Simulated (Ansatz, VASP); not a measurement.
## KRe: VASP beside Ansatz

```
CELL_PARAMETERS angstrom
5.93430 0.00000 0.00000
-2.96715 5.13925 0.00000
0.00000 0.00000 4.78790
ATOMIC_POSITIONS crystal
K 0.50000 0.00000 0.00000
K 0.50000 0.50000 0.00000
K 0.00000 0.50000 0.00000
Re 0.00000 0.00000 0.00000
Re 0.33333 0.66667 0.50000
Re 0.66667 0.33333 0.50000
```

Alike in both runs: task relaxation of cell and atoms; functional PBE; k mesh 3 × 3 × 4; occupations gaussian, width 0.1 eV; no spin polarisation.

```csv
,VASP,Ansatz
version,VASP 6.6.1,Ansatz 0.2.0
potentials or method,"VASP PAW PBE potentials, release 64 (K_sv, Re), cutoff 600 eV","scalar-relativistic, plane waves, PAW"
valence electrons in the cell,48,72
```

```csv
,VASP,Ansatz,Ansatz less VASP
"gap on the k mesh at the Fermi level, each at its own relaxed structure (eV)",none,none,-
relaxed volume (Å³/atom),26.42,26.28,-0.146
relaxed length of the cell vector where the two differ most in proportion (Å),5.615,5.592,-0.0233
```

A gap of «none» marks a metal or a gap that the smearing closes. VASP's potentials hold 48 valence electrons a cell and Ansatz's 72, so a difference there can come from the potentials and not from the codes.

The k mesh is coarse, so the values compare programs but aren't converged. Spin-orbit coupling is off throughout.
